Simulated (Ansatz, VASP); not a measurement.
## PbF2: VASP beside Ansatz

```
Pb F
1.0
     0.00000    2.94581    2.94581
     2.94581    0.00000    2.94581
     2.94581    2.94581    0.00000
Pb F
1 2
Direct
  0.00000 0.00000 0.00000
  0.25000 0.25000 0.25000
  0.75000 0.75000 0.75000
```

Alike in both runs: task single point; functional PBE-based screened hybrid; k mesh 4 × 4 × 4; no spin polarisation.

|  | VASP | Ansatz |
| --- | --- | --- |
| version | VASP 6.6.1 | Ansatz 0.2.0 |
| potentials or method | VASP PAW PBE potentials, release 64 (Pb_d, F) | plane waves |
| plane-wave cutoff (eV) | 520 | 420 |
| occupations | gaussian, width 0.01 eV | fixed |
| valence electrons in the cell | 28 | 28 |

VASP gave:

| Item | Value |
| --- | --- |
| gap on the k mesh at the Fermi level (eV) | 5.40 |
| pressure (GPa) | 2.8 |

**Question.** Estimate Ansatz's values.

**Answer.** gap on the k mesh at the Fermi level (eV): 5.40; pressure (GPa): 3.0.

VASP's potentials were made for PBE, not for PBE-based screened hybrid. Ansatz's warnings: stress exchange threshold loose, stress scf threshold loose.

The k mesh is coarse, so the values compare programs but aren't converged. Spin-orbit coupling is off throughout.
